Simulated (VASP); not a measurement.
# NaBe (Fd-3m) in VASP: notebook

NaBe is run at these levels: PBE; tasks: single point.

Program: VASP 6.6.1. These are calculated values, not measurements. Logs are shortened: lines on timing, memory, paths and dates and some standing lists are left out, and cuts for length are marked.

## (1) The cell of the first run

The structure is cubic, space group Fd-3m (No. 227). Conventional cell: a = 6.243 Å, b = 6.243 Å, c = 6.243 Å, α = 90.00°, β = 90.00°, γ = 90.00°. Within 3.6 Å of Na (site symmetry -43m) lie 4 Na at 2.70 Å and 10 Be at 2.70 to 3.12 Å. Be (site symmetry -43m) has 10 Na at 2.70 to 3.12 Å and 4 Be at 2.70 Å within 3.6 Å.

## (2) Single point, PBE

INCAR

```
ALGO = Normal
EDIFF = 1E-7
ENCUT = 520
GGA = PE
ISIF = 2
ISMEAR = 0
LASPH = T
LCHARG = F
LREAL = F
LWAVE = F
NBANDS = 17
NELM = 80
PREC = Accurate
SIGMA = 0.1
```

KPOINTS

```
k-points
0
Gamma
  6 6 6
```

POSCAR

```
NaBe
1.0
    0.0000000000      3.1215969865      3.1215969865
    3.1215969865      0.0000000000      3.1215969865
    3.1215969865      3.1215969865      0.0000000000
Na Be
2 2
Direct
    0.5000000000      0.5000000000      0.5000000000
    0.7500000000      0.7500000000      0.7500000000
    0.0000000000      0.0000000000      0.0000000000
    0.2500000000      0.2500000000      0.2500000000
```

Potentials or basis: VASP PAW PBE potentials, release 64 (Na_pv, Be).

Launch:

```
$ cat potpaw_PBE.64/Na_pv/POTCAR potpaw_PBE.64/Be/POTCAR > POTCAR
$ mpirun -np 1 vasp_std > vasp.out
```

OUTCAR:

```text
EDIFF = 1E-7
   ENCUT = 520
   GGA = PE
   ISIF = 2
   ISMEAR = 0
   LASPH = T
   LREAL = F
   NELM = 80
   PREC = Accurate

 ion  position               nearest neighbor table
   1  0.500  0.500  0.500-   2 2.70   2 2.70   2 2.70   2 2.70
   2  0.750  0.750  0.750-   1 2.70   1 2.70   1 2.70   1 2.70
   3  0.000  0.000  0.000-
   4  0.250  0.250  0.250-

  LATTYP: Found a face centered cubic cell.
 ALAT       =     6.2431939730

  Lattice vectors:

 A1 = (   0.0000000000,   3.1215969865,   3.1215969865)
 A2 = (   3.1215969865,   0.0000000000,   3.1215969865)
 A3 = (   3.1215969865,   3.1215969865,   0.0000000000)

Analysis of symmetry for initial positions (statically):
=====================================================================
 Subroutine PRICEL returns:
 Original cell was already a primitive cell.

 Routine SETGRP: Setting up the symmetry group for a
 face centered cubic supercell.

 Subroutine GETGRP returns: Found 48 space group operations
 (whereof 24 operations were pure point group operations)
 out of a pool of 48 trial point group operations.

The static configuration has the point symmetry T_d .
 The point group associated with its full space group is O_h .

Analysis of symmetry for dynamics (positions and initial velocities):
=====================================================================
 Subroutine PRICEL returns:
 Original cell was already a primitive cell.

 Routine SETGRP: Setting up the symmetry group for a
 face centered cubic supercell.

 Subroutine GETGRP returns: Found 48 space group operations
 (whereof 24 operations were pure point group operations)
 out of a pool of 48 trial point group operations.

The dynamic configuration has the point symmetry T_d .
 The point group associated with its full space group is O_h .

 Subroutine INISYM returns: Found 48 space group operations
 (whereof 24 operations are pure point group operations),
 and found     1 'primitive' translations

----------------------------------------------------------------------------------------

                                     Primitive cell

  volume of cell :      60.8360

  direct lattice vectors                    reciprocal lattice vectors
     0.000000000  3.121596987  3.121596987    -0.160174424  0.160174424  0.160174424
     3.121596987  0.000000000  3.121596987     0.160174424 -0.160174424  0.160174424
     3.121596987  3.121596987  0.000000000     0.160174424  0.160174424 -0.160174424

  length of vectors
     4.414604795  4.414604795  4.414604795     0.277430241  0.277430241  0.277430241

  position of ions in fractional coordinates (direct lattice)
     0.500000000  0.500000000  0.500000000
     0.750000000  0.750000000  0.750000000
     0.000000000  0.000000000  0.000000000
     0.250000000  0.250000000  0.250000000

  ion indices of the primitive-cell ions
   primitive index   ion index
                 1           1
                 2           2
                 3           3
                 4           4

----------------------------------------------------------------------------------------

 KPOINTS: k-points

Automatic generation of k-mesh.
 Grid dimensions read from file:
 generate k-points for:    6    6    6

 Generating k-lattice:

  Cartesian coordinates                     Fractional coordinates (reciprocal lattice)
    -0.026695737  0.026695737  0.026695737     0.166666667  0.000000000  0.000000000
     0.026695737 -0.026695737  0.026695737     0.000000000  0.166666667  0.000000000
     0.026695737  0.026695737 -0.026695737     0.000000000  0.000000000  0.166666667

  Length of vectors
     0.046238373  0.046238373  0.046238373

  Shift w.r.t. Gamma in fractional coordinates (k-lattice)
     0.000000000  0.000000000  0.000000000

 Subroutine IBZKPT returns following result:
 ===========================================

 Found     16 irreducible k-points:

 Following reciprocal coordinates:
            Coordinates               Weight
  0.000000  0.000000  0.000000      1.000000
  0.166667  0.000000  0.000000      8.000000
  0.333333  0.000000  0.000000      8.000000
  0.500000  0.000000  0.000000      4.000000
  0.166667  0.166667  0.000000      6.000000
  0.333333  0.166667  0.000000     24.000000
[... 8 lines left out ...]
 -0.333333  0.333333  0.166667     24.000000
 -0.333333  0.500000  0.166667     12.000000
   k-points           NKPTS =     16   k-points in BZ     NKDIM =     16   number of bands    NBANDS=     17
   number of dos      NEDOS =    301   number of ions     NIONS =      4
   total plane-waves  NPLWV =  46656
   dimension x,y,z NGX =    36 NGY =   36 NGZ =   36
   dimension x,y,z NGXF=    72 NGYF=   72 NGZF=   72
   ions per type =               2   2
   NGX,Y,Z   is equivalent  to a cutoff of  13.56, 13.56, 13.56 a.u.
   NGXF,Y,Z  is equivalent  to a cutoff of  27.11, 27.11, 27.11 a.u.
 SYSTEM =  unknown system
   PREC   = accura    normal or accurate (medium, high low for compatibility)
   ISTART =      0    job   : 0-new  1-cont  2-samecut
   ICHARG =      2    charge: 1-file 2-atom 10-const
   ISPIN  =      1    spin polarized calculation?
   LNONCOLLINEAR =      F non collinear calculations
   LSORBIT =      F    spin-orbit coupling
   LASPH  =      T    aspherical Exc in radial PAW
   ENCUT  =  520.0 eV  38.22 Ry    6.18 a.u.   8.21  8.21  8.21*2*pi/ulx,y,z
   NELM   =     80;   NELMIN=  2; NELMDL= -5     # of ELM steps
   EDIFF  = 0.1E-06   stopping-criterion for ELM
   LREAL  =      F    real-space projection
   EDIFFG = 0.1E-05   stopping-criterion for IOM
   NSW    =      0    number of steps for IOM
   IBRION =     -1    ionic relax: 0-MD 1-quasi-New 2-CG
   NFREE  =      0    steps in history (QN), initial steepest desc. (CG)
   ISIF   =      2    stress and relaxation
   ISYM   =      2    0-nonsym 1-usesym 2-fastsym
   POTIM  = 0.5000    time-step for ionic-motion
   TEBEG  =    0.0;   TEEND  =   0.0 temperature during run
   PSTRESS=    0.0 pullay stress
   NELECT =      18.0000    total number of electrons
   NUPDOWN=      -1.0000    fix difference up-down
   EMIN   =  10.00;   EMAX   =-10.00  energy-range for DOS
   EFERMI =   0.00;   METHOD = LEGACY
   ISMEAR =     0;   SIGMA  =   0.10  broadening in eV -4-tet -1-fermi 0-gaus
   EFERMI_NEDOS =   21; number of points for ismear=-14 and -15
   IALGO  =     38    algorithm
   IMIX   =      4    mixing-type and parameters
     AMIX     =   0.40;   BMIX     =  1.00
     AMIX_MAG =   1.60;   BMIX_MAG =  1.00
  volume/ion in A,a.u.               =      15.21       102.64
  Fermi-wavevector in a.u.,A,eV,Ry     =   1.090885  2.061473 16.191332  1.190029
  Thomas-Fermi vector in A             =   2.227118
   LORBIT       =      0    0 simple, 1 ext, 2 COOP (PROOUT), +10 PAW based schemes
   GGA     = PE    functional components
   LHFCALC =     F    Hartree Fock is set to
   AEXX    =    0.0000 exact exchange contribution
   IVDW    =     0    specifies the selected vdW correction
   LEPSILON=     F    determine dielectric tensor
   LRPA    =     F    only Hartree local field effects (RPA)
 non-spin polarized calculation
 Gauss-broadening in eV      SIGMA  =   0.10
  energy-cutoff  :      520.00
  volume of cell :       60.84
 maximum number of plane-waves:      1676
 NGX is ok and might be reduce to    36
   NGX = 17   NGY = 17   NGZ = 17

 number of electron      18.0000008 magnetization

 Free energy of the ion-electron system (eV)
  ---------------------------------------------------
  ext. energy  EPLUGINS =         0.00000000
  ---------------------------------------------------
  free energy    TOTEN  =        -6.97415363 eV

  energy without entropy =       -6.96056162  energy(sigma->0) =       -6.96735762

 E-fermi :   2.6445     XC(G=0):  -8.9705

 val. band max:        2.6107372846   @ k =  -0.1667   0.1667   0.0000
 cond. band min:       2.6883046026   @ k =   0.5000   0.3333   0.1667
 fundamental gap:      0.0775673180
 Fermi energy:         2.6445366118

 k-point     1 :       0.0000    0.0000    0.0000
  band No.  band energies     occupation
      1     -21.2723      2.00000
      2     -21.2723      2.00000
      3     -21.2723      2.00000
      4     -21.1025      2.00000
      5     -21.1025      2.00000
      6     -21.1025      2.00000
[... 9 lines left out ...]
     16      10.5118      0.00000
     17      11.1159      0.00000

 k-point     2 :       0.1667    0.0000    0.0000
  band No.  band energies     occupation
      1     -21.2795      2.00000
      2     -21.2795      2.00000
      3     -21.2763      2.00000
      4     -21.1029      2.00000
      5     -21.0959      2.00000
      6     -21.0959      2.00000
[... 9 lines left out ...]
     16       9.7189      0.00000
     17      11.1446      0.00000

 k-point     3 :       0.3333    0.0000    0.0000
  band No.  band energies     occupation
      1     -21.2924      2.00000
      2     -21.2924      2.00000
      3     -21.2855      2.00000
      4     -21.1024      2.00000
      5     -21.0840      2.00000
      6     -21.0840      2.00000
[... 9 lines left out ...]
     16      10.2547      0.00000
     17      11.1731      0.00000

 k-point     4 :       0.5000    0.0000    0.0000
  band No.  band energies     occupation
      1     -21.2983      2.00000
      2     -21.2983      2.00000
      3     -21.2905      2.00000
      4     -21.1017      2.00000
      5     -21.0785      2.00000
      6     -21.0785      2.00000
[... 9 lines left out ...]
     16      11.4795      0.00000
     17      12.3229      0.00000
[... 183 lines left out ...]
      1     -21.3231      2.00000
      2     -21.3097      2.00000
      3     -21.2398      2.00000
      4     -21.1459      2.00000
      5     -21.0692      2.00000
      6     -21.0600      2.00000
[... 9 lines left out ...]
     16      11.8984      0.00000
     17      12.7961      0.00000

 k-point    15 :      -0.3333    0.3333    0.1667
  band No.  band energies     occupation
      1     -21.3303      2.00000
      2     -21.3157      2.00000
      3     -21.2283      2.00000
      4     -21.1577      2.00000
      5     -21.0642      2.00000
      6     -21.0550      2.00000
[... 9 lines left out ...]
     16      12.4097      0.00000
     17      12.5888      0.00000

 k-point    16 :      -0.3333    0.5000    0.1667
  band No.  band energies     occupation
      1     -21.3272      2.00000
      2     -21.3272      2.00000
      3     -21.1939      2.00000
      4     -21.1939      2.00000
      5     -21.0554      2.00000
      6     -21.0554      2.00000
[... 9 lines left out ...]
     16      12.2693      0.00000
     17      13.1431      0.00000

------------------------ aborting loop because EDIFF is reached ----------------------------------------

  FORCE on cell =-STRESS in cart. coord.  units (eV):
  Direction    XX          YY          ZZ          XY          YZ          ZX
  --------------------------------------------------------------------------------------
  -------------------------------------------------------------------------------------
  Total        1.8786317      1.8786317      1.8786317      0.0000000      0.0000000      0.0000000
  in kB       49.4756747     49.4756747     49.4756747      0.0000000      0.0000000      0.0000000
  external PRESSURE =      49.4756747 kB  Pullay stress =       0.0000000 kB

 VOLUME and BASIS-vectors are now :
 -----------------------------------------------------------------------------
  energy-cutoff  :      520.00
  volume of cell :       60.84
      direct lattice vectors                 reciprocal lattice vectors
     0.000000000  3.121596987  3.121596987    -0.160174424  0.160174424  0.160174424
     3.121596987  0.000000000  3.121596987     0.160174424 -0.160174424  0.160174424
     3.121596987  3.121596987  0.000000000     0.160174424  0.160174424 -0.160174424

 POSITION                                       TOTAL-FORCE (eV/Angst)
 -----------------------------------------------------------------------------------
      3.12160      3.12160      3.12160         0.000000      0.000000      0.000000
      4.68240      4.68240      4.68240        -0.000000     -0.000000     -0.000000
      0.00000      0.00000      0.00000         0.000000      0.000000      0.000000
      1.56080      1.56080      1.56080         0.000000      0.000000     -0.000000
 -----------------------------------------------------------------------------------
    total drift:                                0.000000      0.000000      0.000000

  FREE ENERGIE OF THE ION-ELECTRON SYSTEM (eV)
  ---------------------------------------------------
  free  energy   TOTEN  =        -6.9741536265 eV

  energy  without entropy=       -6.9605616170  energy(sigma->0) =       -6.96735762
```

It took 45 s on 1 thread of Intel Xeon 8259CL, shared host; peak memory 0.19 GiB.

What came out:

```
Free energy            : -6.9742 eV
Pressure               : 4.9 GPa
Band gap on the k mesh : zero (bands 9 and 10 overlap by 3.11 eV)
```

Caveat: the cell stands under pressure.

## (3) Single point, PBE

This run uses another cell than the first one, of 17.07 Å³/atom.

INCAR

```
SYSTEM = NaBe
ALGO     = Normal         ! electronic algorithm
EDIFF    = 1E-7           ! SCF threshold, eV
ENCUT    = 520            ! plane-wave cutoff, eV
GGA      = PE             ! functional
ISIF     = 2              ! what is computed and relaxed
ISMEAR   = 0              ! smearing method
LASPH    = .TRUE.         ! aspherical terms in the spheres
LCHARG   = .FALSE.        ! write CHGCAR
LREAL    = .FALSE.        ! projectors in reciprocal space
LWAVE    = .FALSE.        ! write WAVECAR
NBANDS   = 17             ! bands
NELM     = 60             ! most SCF steps
PREC     = Accurate       ! precision mode
SIGMA    = 0.1            ! smearing width, eV
```

KPOINTS

```
k-points
0
G
  6 6 6
  0 0 0
```

POSCAR

```
NaBe
1.0
    0.0000000000      3.2442676182      3.2442676182
    3.2442676182      0.0000000000      3.2442676182
    3.2442676182      3.2442676182      0.0000000000
Na Be
2 2
Direct
    0.5000000000      0.5000000000      0.5000000000
    0.7500000000      0.7500000000      0.7500000000
    0.0000000000      0.0000000000      0.0000000000
    0.2500000000      0.2500000000      0.2500000000
```

Potentials or basis: VASP PAW PBE potentials, release 64 (Na_pv, Be).

Launch:

```
$ cat potpaw_PBE.64/Na_pv/POTCAR potpaw_PBE.64/Be/POTCAR > POTCAR
$ mpirun -np 1 vasp_std > vasp.out
```

It took 44 s on 1 thread of Intel Xeon 8259CL, shared host; peak memory 0.19 GiB.

Results (log left out):

```
Free energy            : -7.0833 eV
Pressure               : 0.2 GPa
Band gap on the k mesh : zero (bands 9 and 10 overlap by 2.94 eV)
```

Levels at points of the mesh, in eV from the Fermi level:
```
           k point  band 7  band 8  band 9  band 10  band 11  band 12
(0.00, 0.00, 0.00)   -5.91    1.93    1.93     1.93     2.95     2.95
(0.50, 0.00, 0.00)   -3.96   -3.05    0.85     0.85     3.26     3.68
(0.50, 0.50, 0.00)   -2.96   -2.96   -0.33    -0.33     2.09     2.09
```

The gap in the log of VASP goes by the Fermi energy; the results here count the filled bands.